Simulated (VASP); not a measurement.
# Si: relaxation of cell and atoms with r2SCAN

The system is Si.

```
Si
1.0
     3.88542    0.00000    0.00000
    -1.94271    3.36487    0.00000
     0.00000    0.00000    7.40147
Si
4
Direct
  0.00000 0.00000 0.25000
  0.00000 0.00000 0.75000
  0.33333 0.66667 0.25000
  0.66667 0.33333 0.75000
```

This isn't the form of Si at room conditions, which is diamond.

| Quantity | Value |
| --- | --- |
| Program | VASP 6.6.1 |
| Task | relaxation of cell and atoms |
| Functional | r2SCAN |
| Potentials or basis | VASP PAW PBE potentials, release 64 (Si) |
| Cutoff | 600 eV |
| k mesh | 12 × 12 × 6 |
| Occupations | gaussian, width 0.1 eV |
| Spin | no spin polarisation |
| Dipole correction | no |
| Further INCAR settings | ALGO = Normal; EDIFF = 1e-06; IBRION = 2; EDIFFG = -0.01; NSW = 80; ISIF = 3 |

| Property | Result |
| --- | --- |
| Relaxed volume | 25.22 Å³/atom |
| Relaxed cell | a = 3.883 Å, b = 3.883 Å, c = 7.728 Å, α = 90.00°, β = 90.00°, γ = 120.00° |
| Space group after relaxing (to 0.1 Å) | P6_3/mmc (No. 194) |
| Energy gained by relaxing | 1.9 meV/atom |
| Ionic steps | 12 |
| Pressure after relaxing | 0.0 GPa |
| Band gap on the k mesh | zero (bands 8 and 9 overlap by 0.20 eV) |

The path:
| step | energy change (eV) | largest force (eV/Å) | pressure (GPa) | volume (Å³) |
| --- | --- | --- | --- | --- |
| 1 | 0.0000 | 0.0000 | 0.08 | 96.77 |
| 2 | -0.0014 | 0.0000 | 0.35 | 96.94 |
| 3 | -0.0021 | 0.0000 | 0.75 | 97.20 |
| 4 | -0.0024 | 0.0000 | 0.73 | 97.33 |
| 5 | -0.0035 | 0.0000 | 0.67 | 97.72 |
| 6 | -0.0052 | 0.0000 | 0.56 | 98.52 |
| 7 | -0.0070 | 0.0000 | 0.35 | 100.11 |
| 8 | -0.0058 | 0.0000 | -0.05 | 103.30 |
| 9 | -0.0072 | 0.0000 | 0.15 | 101.38 |
| 10 | -0.0073 | 0.0000 | 0.23 | 100.88 |
| 11 | -0.0075 | 0.0000 | 0.04 | 100.89 |
| 12 | -0.0075 | 0.0000 | -0.01 | 100.89 |

Final structure:
```xyz
4
Lattice="3.8826 0.0000 0.0000 -1.9413 3.3624 0.0000 0.0000 0.0000 7.7283" Properties=species:S:1:pos:R:3 pbc="T T T"
Si    0.0000    0.0000    1.9321
Si    0.0000    0.0000    5.7962
Si    0.0000    2.2416    1.9321
Si    1.9413    1.1208    5.7962
```

Levels at points of the mesh, in eV from the Fermi level:
```csv
k point,band 5,band 6,band 7,band 8,band 9,band 10,band 11,band 12
"(0.00, 0.00, 0.00)",-1.91,-1.77,-1.77,-1.50,1.69,2.18,2.76,2.76
"(0.50, 0.00, 0.00)",-3.39,-3.09,-1.95,-1.01,0.63,1.23,1.49,1.69
"(0.00, 0.00, 0.50)",-1.84,-1.84,-1.84,-1.84,1.92,1.92,2.84,2.84
"(0.50, 0.00, 0.50)",-3.25,-3.25,-1.03,-1.03,0.47,0.47,1.19,1.19
```

Run time: 28 min on 1 thread of AMD EPYC 9R45 (Zen 5) (shared host), peak memory 0.27 GiB.

Caveat: semilocal functionals underestimate gaps, and a narrow one can read as zero; the PAW data sets were made with another functional, which shifts forces and pressure a little.
